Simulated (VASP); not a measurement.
# Al2Ga3N5 (R-3m) in VASP: notebook

Al2Ga3N5 is run at these levels: PBE; tasks: single point.

All numbers are computed with VASP 6.6.1; they aren't measurements. Logs are shortened: lines on timing, memory, paths and dates and some standing lists are left out, and cuts for length are marked.

### Step 1. The cell of the first run

It takes space group R-3m (No. 166, trigonal). The conventional cell has a = 3.395 Å, b = 3.395 Å, c = 41.576 Å, α = 90.00°, β = 90.00°, γ = 120.00°. Within 3.2 Å of Al (site symmetry 3m) lie 6 N at 2.40 Å. Ga (site symmetry 3m) has 6 N at 2.40 Å within 3.2 Å. Ga (site symmetry -3m) has 6 N at 2.40 Å within 3.2 Å. N (site symmetry 3m) has 3 Ga at 2.40 Å and 3 Al at 2.40 Å within 3.2 Å. Within 3.2 Å of N (site symmetry -3m) lie 6 Al at 2.40 Å. Within 3.2 Å of N (site symmetry 3m) lie 6 Ga at 2.40 Å.

### Step 2. Single point, PBE

INCAR reads:

```
SYSTEM = Al2Ga3N5
PREC = Accurate
ENCUT = 520
EDIFF = 1E-6
ISMEAR = 0
SIGMA = 0.1
LREAL = .FALSE.
LASPH = .TRUE.
NELM = 60
ALGO = Normal
ISIF = 2
LWAVE = .FALSE.
LCHARG = .TRUE.
GGA = PE
LELF = .TRUE.
LVHAR = .TRUE.
NBANDS = 46
```

KPOINTS reads:

```
Automatic mesh
0
G
  6 6 6
  0 0 0
```

POSCAR reads:

```
Al2Ga3N5
1.0
    1.6973499600      0.9799654500     13.8588043600
   -1.6973499600      0.9799654500     13.8588043600
    0.0000000000     -1.9599309100     13.8588043600
Al Ga N
2 3 5
Direct
    0.7000000000      0.7000000000      0.7000000000
    0.3000000000      0.3000000000      0.3000000000
    0.1000000000      0.1000000000      0.1000000000
    0.9000000000      0.9000000000      0.9000000000
    0.5000000000      0.5000000000      0.5000000000
    0.4000000000      0.4000000000      0.4000000000
    0.0000000000      0.0000000000      0.0000000000
    0.6000000000      0.6000000000      0.6000000000
    0.2000000000      0.2000000000      0.2000000000
    0.8000000000      0.8000000000      0.8000000000
```

Potentials or basis: VASP PAW PBE potentials, release 64 (Al, Ga_d, N).

On the command line:

```
$ cat potpaw_PBE.64/Al/POTCAR potpaw_PBE.64/Ga_d/POTCAR potpaw_PBE.64/N/POTCAR > POTCAR
$ mpirun -np 1 vasp_std > vasp.out
```

OUTCAR:

```text
SYSTEM = Al2Ga3N5
   PREC = Accurate
   ENCUT = 520
   EDIFF = 1E-6
   ISMEAR = 0
   LREAL = .FALSE.
   LASPH = .TRUE.
   NELM = 60
   ISIF = 2
   GGA = PE

 ion  position               nearest neighbor table
   1  0.700  0.700  0.700-   6 2.40   7 2.40   6 2.40   6 2.40   7 2.40   7 2.40
   2  0.300  0.300  0.300-   8 2.40   7 2.40   8 2.40   8 2.40   7 2.40   7 2.40
   3  0.100  0.100  0.100-
   4  0.900  0.900  0.900-
   5  0.500  0.500  0.500-
   6  0.400  0.400  0.400-   1 2.40   1 2.40   1 2.40
   7  0.000  0.000  0.000-   1 2.40   2 2.40   1 2.40   1 2.40   2 2.40   2 2.40
   8  0.600  0.600  0.600-   2 2.40   2 2.40   2 2.40
   9  0.200  0.200  0.200-
  10  0.800  0.800  0.800-

  LATTYP: Found a trigonal (rhomboedric) cell.
 ALAT       =    13.9967063075
 COS(alpha) =     0.9705882353

  Lattice vectors:

 A1 = (   1.6973499600,   0.9799654500,  13.8588043600)
 A2 = (  -1.6973499600,   0.9799654500,  13.8588043600)
 A3 = (   0.0000000000,  -1.9599309100,  13.8588043600)

Analysis of symmetry for initial positions (statically):
=====================================================================
 Subroutine PRICEL returns:
 Original cell was already a primitive cell.

 Routine SETGRP: Setting up the symmetry group for a
 trigonal (rhombohedral) supercell.

 Subroutine GETGRP returns: Found 12 space group operations
 (whereof 12 operations were pure point group operations)
 out of a pool of 12 trial point group operations.

The static configuration has the point symmetry D_3d.

Analysis of symmetry for dynamics (positions and initial velocities):
=====================================================================
 Subroutine PRICEL returns:
 Original cell was already a primitive cell.

 Routine SETGRP: Setting up the symmetry group for a
 trigonal (rhombohedral) supercell.

 Subroutine GETGRP returns: Found 12 space group operations
 (whereof 12 operations were pure point group operations)
 out of a pool of 12 trial point group operations.

The dynamic configuration has the point symmetry D_3d.

 Subroutine INISYM returns: Found 12 space group operations
 (whereof 12 operations are pure point group operations),
 and found     1 'primitive' translations

----------------------------------------------------------------------------------------

                                     Primitive cell

  volume of cell :     138.3118

  direct lattice vectors                    reciprocal lattice vectors
     1.697349960  0.979965450 13.858804360     0.294576847  0.170074023  0.024052099
    -1.697349960  0.979965450 13.858804360    -0.294576847  0.170074023  0.024052099
     0.000000000 -1.959930910 13.858804360     0.000000000 -0.340148045  0.024052099

  length of vectors
    13.996706308 13.996706308 13.996706308     0.340997354  0.340997354  0.340997355

  position of ions in fractional coordinates (direct lattice)
     0.700000000  0.700000000  0.700000000
     0.300000000  0.300000000  0.300000000
     0.100000000  0.100000000  0.100000000
     0.900000000  0.900000000  0.900000000
     0.500000000  0.500000000  0.500000000
     0.400000000  0.400000000  0.400000000
     0.000000000  0.000000000  0.000000000
     0.600000000  0.600000000  0.600000000
     0.200000000  0.200000000  0.200000000
     0.800000000  0.800000000  0.800000000

  ion indices of the primitive-cell ions
   primitive index   ion index
                 1           1
                 2           2
                 3           3
                 4           4
                 5           5
                 6           6
                 7           7
                 8           8
                 9           9
                10          10

----------------------------------------------------------------------------------------

 KPOINTS: Automatic mesh

Automatic generation of k-mesh.
 Grid dimensions read from file:
 generate k-points for:    6    6    6

 Generating k-lattice:

  Cartesian coordinates                     Fractional coordinates (reciprocal lattice)
     0.049096141  0.028345670  0.004008683     0.166666667  0.000000000  0.000000000
    -0.049096141  0.028345670  0.004008683     0.000000000  0.166666667  0.000000000
     0.000000000 -0.056691341  0.004008683     0.000000000  0.000000000  0.166666667

  Length of vectors
     0.056832892  0.056832892  0.056832893

  Shift w.r.t. Gamma in fractional coordinates (k-lattice)
     0.000000000  0.000000000  0.000000000

 Subroutine IBZKPT returns following result:
 ===========================================

 Found     32 irreducible k-points:

 Following reciprocal coordinates:
            Coordinates               Weight
  0.000000  0.000000  0.000000      1.000000
  0.166667 -0.000000 -0.000000      6.000000
  0.333333 -0.000000 -0.000000      6.000000
  0.500000  0.000000 -0.000000      3.000000
  0.166667  0.166667  0.000000      6.000000
  0.333333  0.166667  0.000000     12.000000
[... 16 lines left out ...]
  0.500000  0.500000  0.166667      6.000000
 -0.333333  0.500000  0.166667     12.000000
 [... further k-points ...]
   k-points           NKPTS =     32   k-points in BZ     NKDIM =     32   number of bands    NBANDS=     46
   number of dos      NEDOS =    301   number of ions     NIONS =     10
   total plane-waves  NPLWV = ******
   dimension x,y,z NGX =   108 NGY =  108 NGZ =  108
   dimension x,y,z NGXF=   216 NGYF=  216 NGZF=  216
   ions per type =               2   3   5
   NGX,Y,Z   is equivalent  to a cutoff of  12.83, 12.83, 12.83 a.u.
   NGXF,Y,Z  is equivalent  to a cutoff of  25.66, 25.66, 25.66 a.u.
 SYSTEM =  Al2Ga3N5
   PREC   = accura    normal or accurate (medium, high low for compatibility)
   ISTART =      0    job   : 0-new  1-cont  2-samecut
   ICHARG =      2    charge: 1-file 2-atom 10-const
   ISPIN  =      1    spin polarized calculation?
   LNONCOLLINEAR =      F non collinear calculations
   LSORBIT =      F    spin-orbit coupling
   LASPH  =      T    aspherical Exc in radial PAW
   ENCUT  =  520.0 eV  38.22 Ry    6.18 a.u.  26.02 26.02 26.02*2*pi/ulx,y,z
   NELM   =     60;   NELMIN=  2; NELMDL= -5     # of ELM steps
   EDIFF  = 0.1E-05   stopping-criterion for ELM
   LREAL  =      F    real-space projection
[... 7 lines left out ...]
   TEBEG  =    0.0;   TEEND  =   0.0 temperature during run
   PSTRESS=    0.0 pullay stress
   NELECT =      70.0000    total number of electrons
   NUPDOWN=      -1.0000    fix difference up-down
   EMIN   =  10.00;   EMAX   =-10.00  energy-range for DOS
   EFERMI =   0.00;   METHOD = LEGACY
   ISMEAR =     0;   SIGMA  =   0.10  broadening in eV -4-tet -1-fermi 0-gaus
   EFERMI_NEDOS =   21; number of points for ismear=-14 and -15
   IALGO  =     38    algorithm
   IMIX   =      4    mixing-type and parameters
     AMIX     =   0.40;   BMIX     =  1.00
     AMIX_MAG =   1.60;   BMIX_MAG =  1.00
  volume/ion in A,a.u.               =      13.83        93.34
  Fermi-wavevector in a.u.,A,eV,Ry     =   1.304631  2.465396 23.157970  1.702063
  Thomas-Fermi vector in A             =   2.435554
   LORBIT       =      0    0 simple, 1 ext, 2 COOP (PROOUT), +10 PAW based schemes
   GGA     = PE    functional components
   LHFCALC =     F    Hartree Fock is set to
   AEXX    =    0.0000 exact exchange contribution
   IVDW    =     0    specifies the selected vdW correction
   LEPSILON=     F    determine dielectric tensor
   LRPA    =     F    only Hartree local field effects (RPA)
 non-spin polarized calculation
 Gauss-broadening in eV      SIGMA  =   0.10
  energy-cutoff  :      520.00
  volume of cell :      138.31
 maximum number of plane-waves:      3743
 NGX is ok and might be reduce to   108
   NGX = 51   NGY = 51   NGZ = 51

 number of electron      70.0000006 magnetization

 Free energy of the ion-electron system (eV)
  ---------------------------------------------------
  ext. energy  EPLUGINS =         0.00000000
  ---------------------------------------------------
  free energy    TOTEN  =       -54.76573974 eV

  energy without entropy =      -54.75053376  energy(sigma->0) =      -54.75813675

 E-fermi :   4.1070     XC(G=0): -10.6616

 val. band max:        4.1038398667   @ k =   0.1667  -0.0000  -0.0000
 cond. band min:       4.1925725555   @ k =   0.1667   0.1667   0.1667
 fundamental gap:      0.0887326888
 Fermi energy:         4.1070209688

 k-point     1 :       0.0000    0.0000    0.0000
  band No.  band energies     occupation
      1     -10.0300      2.00000
      2     -10.0300      2.00000
      3     -10.0294      2.00000
      4     -10.0278      2.00000
      5     -10.0210      2.00000
      6     -10.0210      2.00000
[... 38 lines left out ...]
     45      11.6379      0.00000
     46      11.6380      0.00000

 k-point     2 :       0.1667   -0.0000   -0.0000
  band No.  band energies     occupation
      1     -10.1485      2.00000
      2     -10.1090      2.00000
      3     -10.0267      2.00000
      4     -10.0194      2.00000
      5     -10.0154      2.00000
      6     -10.0117      2.00000
[... 38 lines left out ...]
     45      11.8338      0.00000
     46      11.9358      0.00000

 k-point     3 :       0.3333   -0.0000   -0.0000
  band No.  band energies     occupation
      1     -10.3410      2.00000
      2     -10.2349      2.00000
      3     -10.0792      2.00000
      4     -10.0374      2.00000
      5     -10.0266      2.00000
      6     -10.0117      2.00000
[... 38 lines left out ...]
     45      11.3346      0.00000
     46      11.5451      0.00000

 k-point     4 :       0.5000    0.0000   -0.0000
  band No.  band energies     occupation
      1     -10.4154      2.00000
      2     -10.2831      2.00000
      3     -10.1004      2.00000
      4     -10.0471      2.00000
      5     -10.0342      2.00000
      6     -10.0197      2.00000
[... 920 lines left out ...]
     45      11.1589      0.00000
     46      11.7859      0.00000

 k-point    23 :       0.5000    0.5000    0.1667
  band No.  band energies     occupation
      1     -10.3406      2.00000
      2     -10.2362      2.00000
      3     -10.0782      2.00000
      4     -10.0373      2.00000
      5     -10.0266      2.00000
      6     -10.0117      2.00000
[... 38 lines left out ...]
     45      11.0405      0.00000
     46      11.8063      0.00000

 k-point    24 :      -0.3333    0.5000    0.1667
  band No.  band energies     occupation
      1     -10.3552      2.00000
      2     -10.2581      2.00000
      3     -10.1166      2.00000
      4     -10.0752      2.00000
      5     -10.0304      2.00000
      6     -10.0172      2.00000
[... 38 lines left out ...]
     45      11.2574      0.00000
     46      11.8264      0.00000

 [... further k-points ...]
[... 5 lines left out ...]
  --------------------------------------------------------------------------------------
  -------------------------------------------------------------------------------------
  Total      -30.7137237    -30.7137235    -30.6004658      0.0000000      0.0000000      0.0000000
  in kB     -355.7819251   -355.7819229   -354.4699674      0.0000000      0.0000001      0.0000000
  external PRESSURE =    -355.3446051 kB  Pullay stress =       0.0000000 kB

 VOLUME and BASIS-vectors are now :
 -----------------------------------------------------------------------------
  energy-cutoff  :      520.00
  volume of cell :      138.31
      direct lattice vectors                 reciprocal lattice vectors
     1.697349960  0.979965450 13.858804360     0.294576847  0.170074023  0.024052099
    -1.697349960  0.979965450 13.858804360    -0.294576847  0.170074023  0.024052099
     0.000000000 -1.959930910 13.858804360     0.000000000 -0.340148045  0.024052099

 POSITION                                       TOTAL-FORCE (eV/Angst)
 -----------------------------------------------------------------------------------
      0.00000     -0.00000     29.10349         0.000000      0.000000     -0.043980
      0.00000     -0.00000     12.47292         0.000000     -0.000000      0.043980
      0.00000     -0.00000      4.15764         0.000000      0.000000     -0.052809
      0.00000     -0.00000     37.41877         0.000000     -0.000000      0.052809
      0.00000     -0.00000     20.78821         0.000000     -0.000000     -0.000000
      0.00000     -0.00000     16.63057         0.000000      0.000000     -0.699359
      0.00000      0.00000      0.00000         0.000000     -0.000000     -0.000000
      0.00000     -0.00000     24.94585         0.000000     -0.000000      0.699359
      0.00000     -0.00000      8.31528         0.000000     -0.000000      0.041182
      0.00000     -0.00000     33.26113         0.000000      0.000000     -0.041182
 -----------------------------------------------------------------------------------
    total drift:                                0.000000     -0.000000     -0.000000

  FREE ENERGIE OF THE ION-ELECTRON SYSTEM (eV)
  ---------------------------------------------------
  free  energy   TOTEN  =       -54.7657397445 eV

  energy  without entropy=      -54.7505337623  energy(sigma->0) =      -54.75813675
```

Wall time 69 min (1 thread of Intel Xeon Platinum 8375C at 2.90GHz (Ice Lake), shared host); peak memory 2 GiB.

Results:

```
Free energy            : -54.7657 eV
Pressure               : -35.5 GPa
Largest force          : 0.699 eV/Å
Band gap on the k mesh : zero (bands 35 and 36 overlap by 0.32 eV)
```

Forces in eV/Å, atoms in the order of the input:
```
Al   0.000  0.000 -0.044
Al   0.000  0.000  0.044
Ga   0.000  0.000 -0.053
Ga   0.000  0.000  0.053
Ga   0.000  0.000  0.000
N    0.000  0.000 -0.699
N    0.000  0.000  0.000
N    0.000  0.000  0.699
N    0.000  0.000  0.041
N    0.000  0.000 -0.041
```

Caveat: the cell stands under tension; semilocal functionals underestimate gaps, and a narrow one can read as zero.

[end of part 1 of 2]

The gap in the log of VASP goes by the Fermi energy; the results here count the filled bands.